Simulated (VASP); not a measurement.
# BaO in VASP: notebook

The runs below take BaO through single point, with HSE06.

Program: VASP 6.6.1. These are calculated values, not measurements. Logs are shortened: lines on timing, memory, paths and dates and some standing lists are left out, and cuts for length are marked.

## 1. The cell of the first run

Symmetry: Fm-3m, No. 225, cubic system. The conventional cell has a = 5.544 Å, b = 5.544 Å, c = 5.544 Å, α = 90.00°, β = 90.00°, γ = 90.00°. Within 3.7 Å of Ba (site symmetry m-3m) lie 6 O at 2.77 Å. O (site symmetry m-3m) has 6 Ba at 2.77 Å within 3.7 Å.

## 2. Single point, HSE06

Contents of POSCAR:

```
BaO
1.0
    0.0000000000      2.7719426833      2.7719426833
    2.7719426833      0.0000000000      2.7719426833
    2.7719426833      2.7719426833      0.0000000000
Ba O
1 1
Direct
    0.0000000000      0.0000000000      0.0000000000
    0.5000000000      0.5000000000      0.5000000000
```

Contents of INCAR.step1:

```
  ALGO = Normal
  EDIFF = 1E-5
  ENCUT = 520
  GGA = PE
  GGA_COMPAT = F
  ISIF = 2
  ISMEAR = 0
  LASPH = T
  LCHARG = F
  LREAL = F
  LWAVE = T
  NBANDS = 15
  NELM = 120
  PREC = Accurate
  SIGMA = 0.01
```

Contents of INCAR.step2:

```
  ALGO = Normal
  EDIFF = 1E-6
  ENCUT = 520
  GGA = PE
  GGA_COMPAT = F
  HFSCREEN = 0.2079
  ISIF = 2
  ISMEAR = 0
  ISTART = 1
  LASPH = T
  LCHARG = F
  LHFCALC = T
  LREAL = F
  LWAVE = F
  NBANDS = 15
  NELM = 120
  PREC = Accurate
  PRECFOCK = Normal
  SIGMA = 0.01
```

Contents of KPOINTS:

```
k-points
0
Gamma
  6 6 6
```

Potentials or basis: VASP PAW PBE potentials, release 64 (Ba_sv, O).

On the command line:

```bash
$ cat potpaw_PBE.64/Ba_sv/POTCAR potpaw_PBE.64/O/POTCAR > POTCAR
$ cp INCAR.step1 INCAR
$ mpirun -np 1 vasp_std > vasp.out
$ cp INCAR.step2 INCAR
$ mpirun -np 1 vasp_std > vasp.out
```

OUTCAR:

```text
EDIFF = 1E-6
   ENCUT = 520
   GGA = PE
   HFSCREEN = 0.2079
   ISIF = 2
   ISMEAR = 0
   ISTART = 1
   LASPH = T
   LHFCALC = T
   LREAL = F
   NELM = 120
   PREC = Accurate
   PRECFOCK = Normal

 ion  position               nearest neighbor table
   1  0.000  0.000  0.000-   2 2.77   2 2.77   2 2.77   2 2.77   2 2.77   2 2.77
   2  0.500  0.500  0.500-   1 2.77   1 2.77   1 2.77   1 2.77   1 2.77   1 2.77

  LATTYP: Found a face centered cubic cell.
 ALAT       =     5.5438853666

  Lattice vectors:

 A1 = (   0.0000000000,   2.7719426833,   2.7719426833)
 A2 = (   2.7719426833,   0.0000000000,   2.7719426833)
 A3 = (   2.7719426833,   2.7719426833,   0.0000000000)

Analysis of symmetry for initial positions (statically):
=====================================================================
 Subroutine PRICEL returns:
 Original cell was already a primitive cell.

 Routine SETGRP: Setting up the symmetry group for a
 face centered cubic supercell.

 Subroutine GETGRP returns: Found 48 space group operations
 (whereof 48 operations were pure point group operations)
 out of a pool of 48 trial point group operations.

The static configuration has the point symmetry O_h .

Analysis of symmetry for dynamics (positions and initial velocities):
=====================================================================
 Subroutine PRICEL returns:
 Original cell was already a primitive cell.

 Routine SETGRP: Setting up the symmetry group for a
 face centered cubic supercell.

 Subroutine GETGRP returns: Found 48 space group operations
 (whereof 48 operations were pure point group operations)
 out of a pool of 48 trial point group operations.

The dynamic configuration has the point symmetry O_h .

 Subroutine INISYM returns: Found 48 space group operations
 (whereof 48 operations are pure point group operations),
 and found     1 'primitive' translations

----------------------------------------------------------------------------------------

                                     Primitive cell

  volume of cell :      42.5974

  direct lattice vectors                    reciprocal lattice vectors
     0.000000000  2.771942683  2.771942683    -0.180378910  0.180378910  0.180378910
     2.771942683  0.000000000  2.771942683     0.180378910 -0.180378910  0.180378910
     2.771942683  2.771942683  0.000000000     0.180378910  0.180378910 -0.180378910

  length of vectors
     3.920118937  3.920118937  3.920118937     0.312425437  0.312425437  0.312425437

  position of ions in fractional coordinates (direct lattice)
     0.000000000  0.000000000  0.000000000
     0.500000000  0.500000000  0.500000000

  ion indices of the primitive-cell ions
   primitive index   ion index
                 1           1
                 2           2

----------------------------------------------------------------------------------------

 KPOINTS: k-points

Automatic generation of k-mesh.
 Grid dimensions read from file:
 generate k-points for:    6    6    6

 Generating k-lattice:

  Cartesian coordinates                     Fractional coordinates (reciprocal lattice)
    -0.030063152  0.030063152  0.030063152     0.166666667  0.000000000  0.000000000
     0.030063152 -0.030063152  0.030063152     0.000000000  0.166666667  0.000000000
     0.030063152  0.030063152 -0.030063152     0.000000000  0.000000000  0.166666667

  Length of vectors
     0.052070906  0.052070906  0.052070906

  Shift w.r.t. Gamma in fractional coordinates (k-lattice)
     0.000000000  0.000000000  0.000000000

 Subroutine IBZKPT returns following result:
 ===========================================

 Found     16 irreducible k-points:

 Following reciprocal coordinates:
            Coordinates               Weight
  0.000000  0.000000  0.000000      1.000000
  0.166667  0.000000  0.000000      8.000000
  0.333333  0.000000  0.000000      8.000000
  0.500000  0.000000  0.000000      4.000000
  0.166667  0.166667  0.000000      6.000000
  0.333333  0.166667  0.000000     24.000000
[... 8 lines left out ...]
 -0.333333  0.333333  0.166667     24.000000
 -0.333333  0.500000  0.166667     12.000000
   k-points           NKPTS =     16   k-points in BZ     NKDIM =    216   number of bands    NBANDS=     15
   number of dos      NEDOS =    301   number of ions     NIONS =      2
   total plane-waves  NPLWV =  27000
   dimension x,y,z NGX =    30 NGY =   30 NGZ =   30
   dimension x,y,z NGXF=    60 NGYF=   60 NGZF=   60
   ions per type =               1   1
   NGX,Y,Z   is equivalent  to a cutoff of  12.72, 12.72, 12.72 a.u.
   NGXF,Y,Z  is equivalent  to a cutoff of  25.45, 25.45, 25.45 a.u.
 SYSTEM =  unknown system
   PREC   = accura    normal or accurate (medium, high low for compatibility)
   ISTART =      1    job   : 0-new  1-cont  2-samecut
   ICHARG =      0    charge: 1-file 2-atom 10-const
   ISPIN  =      1    spin polarized calculation?
   LNONCOLLINEAR =      F non collinear calculations
[... 71 lines left out ...]
      2     -15.6004      2.00000
      3      -9.9187      2.00000
      4      -9.9187      2.00000
      5      -9.9187      2.00000
      6       0.5211      2.00000
      7       0.5211      2.00000
      8       0.5211      2.00000
      9       5.7704      0.00000
     10       7.0163      0.00000
     11       7.0163      0.00000
     12       7.0163      0.00000
     13       9.3505      0.00000
     14       9.3505      0.00000
     15      12.2939      0.00000

 k-point     2 :       0.1667    0.0000    0.0000
  band No.  band energies     occupation
      1     -26.4319      2.00000
      2     -15.7736      2.00000
      3      -9.9928      2.00000
      4      -9.9475      2.00000
      5      -9.9475      2.00000
      6      -0.0104      2.00000
      7       0.1786      2.00000
      8       0.1786      2.00000
      9       6.6817      0.00000
     10       7.0228      0.00000
     11       7.5469      0.00000
     12       7.5469      0.00000
     13      10.0771      0.00000
     14      10.0771      0.00000
     15      13.9568      0.00000

 k-point     3 :       0.3333    0.0000    0.0000
  band No.  band energies     occupation
      1     -26.2889      2.00000
      2     -16.1241      2.00000
      3     -10.1287      2.00000
      4     -10.0032      2.00000
      5     -10.0032      2.00000
      6      -0.8261      2.00000
      7      -0.4108      2.00000
      8      -0.4108      2.00000
      9       6.9334      0.00000
     10       8.8351      0.00000
     11       8.8351      0.00000
     12       9.2344      0.00000
     13      11.7194      0.00000
     14      11.7194      0.00000
     15      16.3532      0.00000

 k-point     4 :       0.5000    0.0000    0.0000
  band No.  band energies     occupation
      1     -26.2145      2.00000
      2     -16.3017      2.00000
      3     -10.1910      2.00000
      4     -10.0301      2.00000
      5     -10.0301      2.00000
      6      -1.1693      2.00000
      7      -0.6709      2.00000
      8      -0.6709      2.00000
      9       7.2648      0.00000
     10       9.6509      0.00000
     11       9.6509      0.00000
     12      10.4815      0.00000
     13      13.1796      0.00000
     14      13.1796      0.00000
     15      15.9276      0.00000
[... 163 lines left out ...]
 k-point    14 :       0.5000    0.3333    0.1667
  band No.  band energies     occupation
      1     -26.2022      2.00000
      2     -16.0416      2.00000
      3     -10.6344      2.00000
      4     -10.6094      2.00000
      5     -10.0771      2.00000
      6      -0.4129      2.00000
      7      -0.1815      2.00000
      8       0.5536      2.00000
      9       5.9019      0.00000
     10       8.4672      0.00000
     11       9.5998      0.00000
     12      10.3634      0.00000
     13      11.8498      0.00000
     14      13.6265      0.00000
     15      15.4194      0.00000

 k-point    15 :      -0.3333    0.3333    0.1667
  band No.  band energies     occupation
      1     -26.1552      2.00000
      2     -16.0654      2.00000
      3     -10.8283      2.00000
      4     -10.8222      2.00000
      5     -10.0211      2.00000
      6      -0.6164      2.00000
      7       0.3169      2.00000
      8       0.3428      2.00000
      9       7.0606      0.00000
     10       7.3155      0.00000
     11       9.8012      0.00000
     12      11.0868      0.00000
     13      12.5627      0.00000
     14      14.4220      0.00000
     15      15.0624      0.00000

 k-point    16 :      -0.3333    0.5000    0.1667
  band No.  band energies     occupation
      1     -26.1369      2.00000
      2     -15.9334      2.00000
      3     -11.2838      2.00000
      4     -10.8060      2.00000
      5     -10.1407      2.00000
      6      -0.2298      2.00000
      7       0.6662      2.00000
      8       0.7862      2.00000
      9       5.5076      0.00000
     10       8.5799      0.00000
     11       9.0902      0.00000
     12      12.1328      0.00000
     13      12.3460      0.00000
     14      14.6390      0.00000
     15      14.9260      0.00000

------------------------ aborting loop because EDIFF is reached ----------------------------------------

  FORCE on cell =-STRESS in cart. coord.  units (eV):
  Direction    XX          YY          ZZ          XY          YZ          ZX
  --------------------------------------------------------------------------------------
  -------------------------------------------------------------------------------------
  Total        0.2897182      0.2897182      0.2897182      0.0000000     -0.0000000      0.0000000
  in kB       10.8969182     10.8969182     10.8969182      0.0000000     -0.0000000      0.0000000
  external PRESSURE =      10.8969182 kB  Pullay stress =       0.0000000 kB

 VOLUME and BASIS-vectors are now :
 -----------------------------------------------------------------------------
  energy-cutoff  :      520.00
  volume of cell :       42.60
      direct lattice vectors                 reciprocal lattice vectors
     0.000000000  2.771942683  2.771942683    -0.180378910  0.180378910  0.180378910
     2.771942683  0.000000000  2.771942683     0.180378910 -0.180378910  0.180378910
     2.771942683  2.771942683  0.000000000     0.180378910  0.180378910 -0.180378910

 POSITION                                       TOTAL-FORCE (eV/Angst)
 -----------------------------------------------------------------------------------
      0.00000      0.00000      0.00000        -0.000000     -0.000000     -0.000000
      2.77194      2.77194      2.77194         0.000000      0.000000      0.000000
 -----------------------------------------------------------------------------------
    total drift:                                0.000000      0.000000      0.000000

  FREE ENERGIE OF THE ION-ELECTRON SYSTEM (eV)
  ---------------------------------------------------
  free  energy   TOTEN  =       -13.8602642276 eV

  energy  without entropy=      -13.8602642276  energy(sigma->0) =      -13.86026423
```

Wall time 63 min (1 thread of Intel Xeon 8259CL, shared host); peak memory 0.29 GiB.

What came out:

```yaml
Free_energy: -13.8603 eV
Pressure: 1.1 GPa
Band_gap_on_the_k_mesh: 3.26 eV
```

Caveat: the PAW data sets were made with another functional, which shifts forces and pressure a little; spin-orbit coupling is left out, which moves the levels of the heavy elements. A k mesh can miss the band edges.

## 3. Single point, HSE06 (shear xy strain +1.5%)

Contents of POSCAR:

```
BaO
1.0
    0.0207895701      2.7719426833      2.7719426833
    2.7719426833      0.0207895701      2.7719426833
    2.7927322535      2.7927322535      0.0000000001
Ba O
1 1
Direct
    0.0000000000      0.0000000000      0.0000000000
    0.5000000000      0.5000000000      0.5000000000
```

Contents of INCAR.step1:

```
SYSTEM = BaO
PREC     = Accurate       ! precision mode
ENCUT    = 520            ! plane-wave cutoff, eV
EDIFF    = 1E-5           ! SCF threshold, eV
ISMEAR   = 0              ! smearing method
SIGMA    = 0.01           ! smearing width, eV
LREAL    = .False.        ! projectors in reciprocal space
LASPH    = .True.         ! aspherical terms in the spheres
NELM     = 120            ! most SCF steps
ALGO     = Normal         ! electronic algorithm
ISIF     = 2              ! what is computed and relaxed
LWAVE    = .True.         ! write WAVECAR
LCHARG   = .False.        ! write CHGCAR
NBANDS   = 15             ! bands
GGA      = PE             ! functional
GGA_COMPAT= .False.      
KPAR     = 4
```

Contents of INCAR.step2:

```
SYSTEM = BaO
PREC     = Accurate       ! precision mode
ENCUT    = 520            ! plane-wave cutoff, eV
EDIFF    = 1E-6           ! SCF threshold, eV
ISMEAR   = 0              ! smearing method
SIGMA    = 0.01           ! smearing width, eV
LREAL    = .False.        ! projectors in reciprocal space
LASPH    = .True.         ! aspherical terms in the spheres
NELM     = 120            ! most SCF steps
ALGO     = Normal         ! electronic algorithm
ISIF     = 2              ! what is computed and relaxed
LWAVE    = .False.        ! write WAVECAR
LCHARG   = .False.        ! write CHGCAR
GGA      = PE             ! functional
LHFCALC  = .True.         ! exact exchange
HFSCREEN = 0.2079         ! screening, 1/A
PRECFOCK = Normal       
NBANDS   = 15             ! bands
ISTART   = 1            
GGA_COMPAT= .False.      
KPAR     = 4
```

Contents of KPOINTS:

```
Automatic mesh
0
Gamma
  6 6 6
  0 0 0
```

Potentials or basis: VASP PAW PBE potentials, release 64 (Ba_sv, O).

On the command line:

```bash
$ cat potpaw_PBE.64/Ba_sv/POTCAR potpaw_PBE.64/O/POTCAR > POTCAR
$ cp INCAR.step1 INCAR
$ mpirun -np 4 vasp_std > vasp.out
$ cp INCAR.step2 INCAR
$ mpirun -np 4 vasp_std > vasp.out
```

Run time: 32 min. Hardware: 4 MPI ranks of Intel Xeon Platinum 8259CL at 2.50GHz (Skylake/Cascade Lake), shared host; peak memory 0.3 GiB.

It converged, with:

```yaml
Free_energy: -13.8591 eV
Pressure: 1.1 GPa
Band_gap_on_the_k_mesh: 3.25 eV
```

Stress tensor (GPa, compression positive):
```
 1.09 -0.57  0.00
-0.57  1.09  0.00
 0.00  0.00  1.08
```

Levels at points of the mesh, in eV from the valence-band top:
```tsv
k point	band 5	band 6	band 7	band 8	band 9	band 10	band 11	band 12
(0.00, 0.00, 0.00)	-10.82	-0.39	-0.39	-0.38	4.86	6.01	6.11	6.20
(0.50, 0.00, 0.00)	-10.95	-2.09	-1.62	-1.58	6.37	8.70	8.86	9.60
(0.50, 0.50, 0.00)	-11.43	-0.18	-0.18	0.00	3.26	7.46	10.50	10.95
(0.00, 0.00, 0.50)	-10.93	-2.07	-1.58	-1.54	6.34	8.63	8.79	9.55
(0.50, 0.00, 0.50)	-11.45	-0.18	-0.18	0.00	3.25	7.45	10.49	10.95
```

Caveat: the cell differs from its parent crystal (shear xy strain +1.5%); the PAW data sets were made with another functional, which shifts forces and pressure a little; spin-orbit coupling is left out, which moves the levels of the heavy elements. A k mesh can miss the band edges.

## 4. Single point, HSE06 (strain -1.5%)

Contents of POSCAR:

```
BaO
1.0
    0.0000000000      2.7303635431      2.7303635431
    2.7303635431      0.0000000000      2.7303635431
    2.7303635431      2.7303635431      0.0000000000
Ba O
1 1
Direct
    0.0000000000      0.0000000000      0.0000000000
    0.5000000000      0.5000000000      0.5000000000
```

Contents of INCAR.step1:

```
  ALGO = Normal
  EDIFF = 1E-5
  ENCUT = 520
  GGA = PE
  GGA_COMPAT = F
  ISIF = 2
  ISMEAR = 0
  LASPH = T
  LCHARG = F
  LREAL = F
  LWAVE = T
  NBANDS = 15
  NELM = 120
  PREC = Accurate
  SIGMA = 0.01
```

Contents of INCAR.step2:

```
  ALGO = Normal
  EDIFF = 1E-6
  ENCUT = 520
  GGA = PE
  GGA_COMPAT = F
  HFSCREEN = 0.2079
  ISIF = 2
  ISMEAR = 0
  ISTART = 1
  LASPH = T
  LCHARG = F
  LHFCALC = T
  LREAL = F
  LWAVE = F
  NBANDS = 15
  NELM = 120
  PREC = Accurate
  PRECFOCK = Normal
  SIGMA = 0.01
```

Contents of KPOINTS:

```
k-points
0
Gamma
  6 6 6
```

On the command line:

```bash
$ cat potpaw_PBE.64/Ba_sv/POTCAR potpaw_PBE.64/O/POTCAR > POTCAR
$ cp INCAR.step1 INCAR
$ mpirun -np 1 vasp_std > vasp.out
$ cp INCAR.step2 INCAR
$ mpirun -np 1 vasp_std > vasp.out
```

Wall time 74 min (1 thread of Intel Xeon 8259CL, shared host); peak memory 0.29 GiB.

The run converged. Its results:

```
Free energy            : -13.8239 eV
Pressure               : 5.1 GPa
Band gap on the k mesh : 3.09 eV
```

Levels at points of the mesh, in eV from the valence-band top:
| k point | band 6 | band 7 | band 8 | band 9 | band 10 | band 11 |
| --- | --- | --- | --- | --- | --- | --- |
| (0.00, 0.00, 0.00) | -0.53 | -0.53 | -0.53 | 5.06 | 6.07 | 6.07 |
| (0.50, 0.00, 0.00) | -2.29 | -1.82 | -1.82 | 6.40 | 8.87 | 8.87 |
| (0.50, 0.50, 0.00) | -0.26 | -0.26 | 0.00 | 3.09 | 7.64 | 10.70 |

Caveat: the cell differs from its parent crystal (strain -1.5%); the cell stands under pressure; the PAW data sets were made with another functional, which shifts forces and pressure a little; spin-orbit coupling is left out, which moves the levels of the heavy elements. A k mesh can miss the band edges.

## 5. The runs side by side

```tsv
cell	gap on the mesh (eV)	pressure (GPa)
a = 3.920 Å, angles 60.0°, 2 atoms	3.26	1.1
a = 3.920, b = 3.920, c = 3.950 Å, angles 59.8, 59.8, 59.5°, 2 atoms	3.25	1.1
a = 3.861 Å, angles 60.0°, 2 atoms	3.09	5.1
```

Alike in all rows: task single point; level HSE06; potentials or basis VASP PAW PBE potentials, release 64 (Ba_sv, O); no spin polarisation; k mesh 6 × 6 × 6; cutoff (eV) 520; smearing gaussian 0.01 eV.

Caveats: the PAW data sets were made with another functional, which shifts forces and pressure a little; spin-orbit coupling is left out, which moves the levels of the heavy elements; the cell stands under pressure (at least some runs).

Absolute energies hang on the potentials; compare differences alone.
